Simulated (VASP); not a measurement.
# Ag (P6_3/mmc) in VASP: further runs, part 2 of 2

VASP 6.6.1. Earlier steps stand in the parts before.

## 3. Vibrations by perturbation theory, LDA

This run uses another cell than the first one, of 16.05 Å³/atom.

Contents of INCAR:

```
  PREC = Accurate
  ENCUT = 520
  EDIFF = 1E-8
  ISMEAR = -1
  SIGMA = 0.15
  LREAL = F
  LASPH = T
  NELM = 80
  ALGO = Normal
  ISIF = 2
  LWAVE = F
  LCHARG = F
  NBANDS = 18
  IBRION = 8
  NSW = 1
```

Contents of KPOINTS:

```
regular mesh
0
Gamma
  18 18 10
```

Contents of POSCAR:

```
Ag
1.0
    2.8260785587      0.0000000000      0.0000000000
   -1.4130392794      2.4474558249      0.0000000000
    0.0000000000      0.0000000000      4.6396074165
Ag
2
Direct
    0.3333333333      0.6666666667      0.2500000000
    0.6666666667      0.3333333333      0.7500000000
```

Potentials or basis: VASP PAW LDA potentials, release 64 (Ag).

Run with:

```console
$ cat potpaw_LDA.64/Ag/POTCAR > POTCAR
$ mpirun -np 1 vasp_std > vasp.out
```

OUTCAR:

```text
PREC = Accurate
   ENCUT = 520
   EDIFF = 1E-8
   ISMEAR = -1
   LREAL = F
   LASPH = T
   NELM = 80
   ISIF = 2
   IBRION = 8
   NSW = 1

 ion  position               nearest neighbor table
   1  0.333  0.667  0.250-   2 2.84   2 2.84   2 2.84   2 2.84   2 2.84   2 2.84
   2  0.667  0.333  0.750-   1 2.84   1 2.84   1 2.84   1 2.84   1 2.84   1 2.84

  LATTYP: Found a hexagonal cell.
 ALAT       =     2.8260785587
 C/A-ratio  =     1.6417121181

  Lattice vectors:

 A1 = (   2.8260785587,   0.0000000000,   0.0000000000)
 A2 = (  -1.4130392794,   2.4474558249,   0.0000000000)
 A3 = (   0.0000000000,   0.0000000000,   4.6396074165)

Analysis of symmetry for initial positions (statically):
=====================================================================
 Subroutine PRICEL returns:
 Original cell was already a primitive cell.

 Routine SETGRP: Setting up the symmetry group for a
 hexagonal supercell.

 Subroutine GETGRP returns: Found 24 space group operations
 (whereof 12 operations were pure point group operations)
 out of a pool of 24 trial point group operations.

The static configuration has the point symmetry D_3d.
 The point group associated with its full space group is D_6h.

Analysis of symmetry for dynamics (positions and initial velocities):
=====================================================================
 Subroutine PRICEL returns:
 Original cell was already a primitive cell.

 Routine SETGRP: Setting up the symmetry group for a
 hexagonal supercell.

 Subroutine GETGRP returns: Found 24 space group operations
[... 695 lines left out ...]
  free  energy   TOTEN  =        -7.5708921576 eV

  energy  without entropy=       -7.5289970233  energy(sigma->0) =       -7.54994459

[... ionic steps 2 to 3 ...]

--------------------------------------- Ionic step        4  -------------------------------------------

------------------------ aborting loop because EDIFF is reached ----------------------------------------

[... ionic steps 5 to 5 ...]

--------------------------------------- Ionic step        6  -------------------------------------------

 Free energy of the ion-electron system (eV)
  ---------------------------------------------------
  ---------------------------------------------------
  free energy    TOTEN  =        -0.31602840 eV

  energy without entropy =       -0.31602840

------------------------ aborting loop because EDIFF is reached ----------------------------------------

 INTERNAL STRAIN TENSOR  FOR ION    1  DIRECTION 3   (eV/Angst):
 -----------------------------------------------------------------------------
     0.00472 -0.00000  0.00000
    -0.00000  0.00472  0.00000
    -0.00000 -0.00000 -0.00231

 INTERNAL STRAIN TENSOR FOR ION    2 for displacements in x,y,z  (eV/Angst):
          X           Y           Z          XY          YZ          ZX
  --------------------------------------------------------------------------------
  x    -0.00000     0.00000    -0.00000     1.31496     0.00000     0.00000
  y     1.31496    -1.31496     0.00000     0.00000     0.00000     0.00000
  z     0.00000     0.00000     0.00000     0.00000     0.00000    -0.00000

 SECOND DERIVATIVES (NOT SYMMETRIZED)
 ------------------------------------
               1X          1Y          1Z          2X          2Y          2Z
  1X    -1.072665    0.000000    0.000000    1.072665   -0.000000    0.000000
  1Y     0.000000   -1.072665    0.000000   -0.000000    1.072665    0.000000
  1Z     0.000000    0.000000   -6.916313    0.000000    0.000000    6.916313
  2X     1.072665   -0.000000    0.000000   -1.072665    0.000000    0.000000
  2Y    -0.000000    1.072665    0.000000    0.000000   -1.072665    0.000000
  2Z     0.000000    0.000000    6.916313    0.000000    0.000000   -6.916313

 Eigenvectors and eigenvalues of the dynamical matrix
 ----------------------------------------------------

   1 f  =    5.598307 THz    35.175201 2PiTHz  186.739425 cm-1    23.152728 meV
             X         Y         Z           dx          dy          dz
     -0.000000  1.631637  1.159902     0.000000    0.000000   -0.707107
      1.413039  0.815819  3.479706     0.000000    0.000000    0.707107
[... 16 lines left out ...]
   5 f  =    0.000000 THz     0.000000 2PiTHz    0.000000 cm-1     0.000000 meV
             X         Y         Z           dx          dy          dz
     -0.000000  1.631637  1.159902     0.000000    0.000000    0.707107
      1.413039  0.815819  3.479706     0.000000    0.000000    0.707107

   6 f/i=    0.000000 THz     0.000000 2PiTHz    0.000001 cm-1     0.000000 meV
             X         Y         Z           dx          dy          dz
     -0.000000  1.631637  1.159902    -0.676748   -0.204969    0.000000
      1.413039  0.815819  3.479706    -0.676748   -0.204969    0.000000

--------------------------------------------------------------------------------------------------------

 ELASTIC MODULI CONTR FROM IONIC RELAXATION (kBar)
 Direction    XX          YY          ZZ          XY          YZ          ZX
 --------------------------------------------------------------------------------
 XX         -80.4810     80.4810     -0.0000      0.0000      0.0000     -0.0000
 YY          80.4810    -80.4810     -0.0000      0.0000     -0.0000      0.0000
 ZZ          -0.0000     -0.0000     -0.0000      0.0000     -0.0000      0.0000
 XY           0.0000      0.0000      0.0000    -80.4810      0.0000     -0.0000
 YZ           0.0000     -0.0000     -0.0000      0.0000     -0.0000      0.0000
 ZX          -0.0000      0.0000      0.0000     -0.0000      0.0000     -0.0000
 --------------------------------------------------------------------------------
```

OSZICAR:

```text
N       E                     dE             d eps       ncg     rms          rms(c)
DAV:   1     0.126238490886E+03    0.12624E+03   -0.11825E+04  8000   0.123E+03
DAV:   2    -0.605740326977E+01   -0.13230E+03   -0.12586E+03  8250   0.274E+02
DAV:   3    -0.822472673621E+01   -0.21673E+01   -0.21600E+01  9252   0.395E+01
DAV:   4    -0.823109864332E+01   -0.63719E-02   -0.63714E-02  8894   0.210E+00
[... 33 lines left out ...]
RMM:   6    -0.316039234470E+00    0.41102E-05    0.78628E-08 20740   0.286E-03    0.619E-04
RMM:   7    -0.316031633357E+00    0.76011E-05    0.39602E-07 21198   0.870E-04    0.211E-04
RMM:   8    -0.316028784343E+00    0.28490E-05   -0.22129E-08 20747   0.344E-04    0.208E-05
RMM:   9    -0.316028402305E+00    0.38204E-06   -0.31176E-08 21677   0.727E-05    0.468E-06
RMM:  10    -0.316028397490E+00    0.48145E-08   -0.63423E-08 21405   0.308E-05    0.187E-06
 Linear response finished
```

Run time: 11 min. Hardware: 1 thread of AMD EPYC 7R13 (Zen 3), shared host; peak memory 1 GiB.

Results:

```
Highest phonon frequency at Γ : 187 cm⁻¹
```

Phonon frequencies in cm⁻¹ (negative: imaginary):
```tsv
q point	frequencies
(0.000, 0.000, 0.000)	0 0 0 74 74 187
```

## 4. Elastic constants, LDA

This run uses another cell than the first one, of 14.29 Å³/atom.

Contents of INCAR:

```
PREC = Accurate ; ENCUT = 600
EDIFF = 1E-8 ; ISMEAR = -1
SIGMA = 0.15 ; LREAL = False
LASPH = True ; NELM = 100
ALGO = Normal ; ISIF = 3
LWAVE = False ; LCHARG = True
IBRION = 6 ; NFREE = 2
POTIM = 0.015 ; NSW = 1
```

KPOINTS is that of step 3.

Contents of POSCAR:

```
Ag
1.0
    2.7198593561      0.0000000000      0.0000000000
   -1.3599296781      2.3554672971      0.0000000000
    0.0000000000      0.0000000000      4.4613626329
Ag
2
Direct
    0.3333333333      0.6666666667      0.2500000000
    0.6666666667      0.3333333333      0.7500000000
```

Run with:

```console
$ cat potpaw_LDA.64/Ag/POTCAR > POTCAR
$ mpirun -np 1 vasp_std > vasp.out
```

Wall time 62 min (1 thread of Oxide Virtual Turin-like, shared host); peak memory 0.8 GiB.

The run converged. Its results:

```
Voigt bulk modulus            : 230 GPa
Highest phonon frequency at Γ : 250 cm⁻¹
```

Phonon frequencies in cm⁻¹ (negative: imaginary):
```tsv
q point	frequencies
(0.000, 0.000, 0.000)	0 0 0 94 94 250
```

Elastic tensor in Voigt notation (GPa, in the Cartesian axes of the cell as first typed):
```
320 214 158   0   0   0
214 320 158   0   0   0
158 158 374   0   0   0
  0   0   0  51   0   0
  0   0   0   0  51   0
  0   0   0   0   0  53
```

Clamped-ion elastic tensor (GPa):
```
339 194 158   0   0   0
194 339 158   0   0   0
158 158 374   0   0   0
  0   0   0  51   0   0
  0   0   0   0  51   0
  0   0   0   0   0  72
```

Caveat: the cell is under stress, which shifts elastic constants.
